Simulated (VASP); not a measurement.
The system is Pd.

```
Pd
1.0
    -1.57228    1.57228    1.57228
     1.57228   -1.57228    1.57228
     1.57228    1.57228   -1.57228
Pd
1
Direct
  0.00000 0.00000 0.00000
```

| Quantity | Value |
| --- | --- |
| Program | VASP 6.6.1 |
| Task | relaxation of cell and atoms |
| Functional | PBEsol |
| Potentials or basis | VASP PAW PBE potentials, release 64 (Pd) |
| Cutoff | 600 eV |
| k mesh | 12 × 12 × 12 |
| Occupations | fermi-dirac, width 0.05 eV |
| Spin | no spin polarisation |

At the start: pressure -10.3 GPa; volume 15.55 Å³/atom.

Q: How do energy, volume and symmetry change on relaxing?

A: Over 4 steps the energy falls by 31.4 meV/atom and the volume is 14.64 Å³/atom (-5.9 %); space group Im-3m (No. 229, to 0.05 Å).

The path:
```
step  energy change (eV)  largest force (eV/Å)  pressure (GPa)  volume (Å³)
   1              0.0000                0.0000          -10.29        15.55
   2              0.0462                0.0000           22.22        13.41
   3             -0.0314                0.0000           -0.28        14.65
   4             -0.0314                0.0000           -0.04        14.64
```

Final structure:
```
Pd
1.0
    -1.54094    1.54094    1.54094
     1.54094   -1.54094    1.54094
     1.54094    1.54094   -1.54094
Pd
1
Direct
  0.00000 0.00000 0.00000
```

Caveat: the PAW data sets were made with another functional, which shifts forces and pressure a little.
